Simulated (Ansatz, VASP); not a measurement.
## One calculation of Mo, two programs

The input INCAR:

```
ALGO = Fast
EDIFF = 1E-6
ENCUT = 520
GGA = PE
ISIF = 2
ISMEAR = 0
LASPH = T
LCHARG = T
LELF = T
LREAL = F
LVHAR = T
LWAVE = F
NBANDS = 13
NELM = 80
PREC = Accurate
SIGMA = 0.15
```

Contents of KPOINTS:

```
k-points
0
Gamma
  20 20 20
```

POSCAR

```
Mo
1.0
   -0.1100565412      2.0010280217      1.7008738184
    1.8909714805      0.0000000000      1.5908172773
    2.0010280217      2.0010280217     -0.1100565412
Mo
1
Direct
    0.0000000000      0.0000000000      0.0000000000
```

Input for Ansatz:

```yaml
crystal:
  lattice:
    - [-0.1100565412, 2.0010280217, 1.7008738184]
    - [1.8909714805, 0.0, 1.5908172773]
    - [2.0010280217, 2.0010280217, -0.1100565412]
  atoms:
    - { symbol: Mo, position: [0.0, 0.0, 0.0] }
basis:
  ecutwfc: 420
kpoints:
  mp_grid: { grid: [20, 20, 20] }
hamiltonian:
  xc: pbe
scf:
  occupations: { method: gaussian, width: 0.15 }
output:
  forces: true
  stress: true
  eigenvalues: true
  write_density: true
  write_potential: true
  elf: true
  volumetric_format: npy
```

Change from the starting cell: engineering shear strain xz -0.1100, normal strain along z -0.1500.

Alike in both runs: task single point; functional PBE; k mesh 20 × 20 × 20; occupations gaussian, width 0.15 eV; no spin polarisation.

|  | VASP | Ansatz |
| --- | --- | --- |
| version | VASP 6.6.1 | Ansatz 0.2.0 |
| potentials or method | VASP PAW PBE potentials, release 64 (Mo_sv), cutoff 520 eV | scalar-relativistic, plane waves, PAW |
| valence electrons in the cell | 14 | 14 |

Ansatz gave:

```
gap on the k mesh at the Fermi level (eV)                     : none
pressure (GPa)                                                : 58.4
traceless stress, the component that is largest in VASP (GPa) : -18.27
```

Problem. What did VASP give for the same quantities?

Solution. gap on the k mesh at the Fermi level (eV): none; pressure (GPa): 59.4; traceless stress, the component that is largest in VASP (GPa): -18.21.

A gap of «none» marks a metal or a gap that the smearing closes. Both programs put the cell under a high pressure, so it lies far from rest at this level.
